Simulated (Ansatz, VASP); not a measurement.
**One calculation of BP, two programs**

File INCAR:

```
SYSTEM = BP
PREC = Accurate ; ENCUT = 600
EDIFF = 1E-6 ; ISMEAR = 0
SIGMA = 0.01 ; LREAL = .FALSE.
LASPH = .TRUE. ; NELM = 100
ALGO = Normal ; ISIF = 3
LWAVE = .FALSE. ; LCHARG = .FALSE.
GGA = CA ; IBRION = 2
NSW = 80 ; EDIFFG = -0.001
```

The input KPOINTS:

```
regular mesh
0
G
  10 10 10
  0 0 0
```

POSCAR

```
BP
1.0
    0.0000000000      2.2690000000      2.2690000000
    2.2690000000      0.0000000000      2.2690000000
    2.2690000000      2.2690000000      0.0000000000
B P
1 1
Direct
    0.0000000000      0.0000000000      0.0000000000
    0.2500000000      0.2500000000      0.2500000000
```

Input for Ansatz:

```yaml
crystal:
  lattice:
    - [0.0, 2.269, 2.269]
    - [2.269, 0.0, 2.269]
    - [2.269, 2.269, 0.0]
  atoms:
    - { symbol: B, position: [0.0, 0.0, 0.0] }
    - { symbol: P, position: [0.25, 0.25, 0.25] }
scf:
  occupations: { method: fixed }
output:
  forces: true
  stress: true
  eigenvalues: true
  write_density: true
  write_potential: true
  elf: true
  volumetric_format: npy
hamiltonian:
  xc: lda
relax:
  f_tol: 0.001
  max_steps: 60
  cell: { stress_tol: 0.03 }
kpoints:
  mp_grid: { grid: [10, 10, 10] }
```

Alike in both runs: task relaxation of cell and atoms; functional LDA; k mesh 10 × 10 × 10; no spin polarisation.

|  | VASP | Ansatz |
| --- | --- | --- |
| version | VASP 6.6.1 | Ansatz 0.2.0 |
| potentials or method | VASP PAW LDA potentials, release 64 (B, P) | scalar-relativistic, plane waves, PAW |
| plane-wave cutoff (eV) | 600 | 420 |
| occupations | gaussian, width 0.01 eV | fixed |
| valence electrons in the cell | 8 | 8 |

Ansatz gave:

| Property | Result |
| --- | --- |
| gap on the k mesh at the Fermi level, each at its own relaxed structure (eV) | 1.15 |
| relaxed volume (Å³/atom) | 11.32 |
| relaxed length of the cell vector where the two differ most in proportion (Å) | 3.175 |

Question: Estimate VASP's values.

Answer: gap on the k mesh at the Fermi level, each at its own relaxed structure (eV): 1.15; relaxed volume (Å³/atom): 11.31; relaxed length of the cell vector where the two differ most in proportion (Å): 3.175.

LDA's correlation is that of Perdew and Zunger in VASP and of Perdew and Wang (1992) in Ansatz.
